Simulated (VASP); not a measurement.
Input of a VASP 6.6.1 run:

INCAR

```
PREC     = Accurate       # precision mode
ENCUT    = 520            # plane-wave cutoff, eV
EDIFF    = 1E-6           # SCF threshold, eV
ISMEAR   = 0              # smearing method
SIGMA    = 0.05           # smearing width, eV
LREAL    = F              # projectors in reciprocal space
LASPH    = T              # aspherical terms in the spheres
NELM     = 80             # most SCF steps
ALGO     = Normal         # electronic algorithm
ISIF     = 2              # what is computed and relaxed
LWAVE    = F              # write WAVECAR
LCHARG   = F              # write CHGCAR
GGA      = PE             # functional
NBANDS   = 16             # bands
```

KPOINTS

```
regular mesh
0
Gamma
  10 10 10
```

POSCAR

```
GaP
1.0
    0.0000000000      2.8777986672      2.7280298295
    2.7280298295      0.0000000000      2.7280298295
    2.7280298295      2.8777986672      0.0000000000
Ga P
1 1
Direct
    0.0000000000      0.0000000000      0.0000000000
    0.7500000000      0.7500000000      0.7500000000
```

Potentials or basis: VASP PAW PBE potentials, release 64 (Ga_d, P).

Command:

```console
$ cat potpaw_PBE.64/Ga_d/POTCAR potpaw_PBE.64/P/POTCAR > POTCAR
$ mpirun -np 1 vasp_std > vasp.out
```

Task: Predict the pressure.

Result: -2.0 GPa.

Task: Estimate the band gap on the k mesh.

Result: 1.24 eV, direct.

Stress tensor (GPa, compression positive):
```
-0.57  0.00  0.00
 0.00 -4.78  0.00
 0.00  0.00 -0.57
```

 A k mesh can miss the band edges.
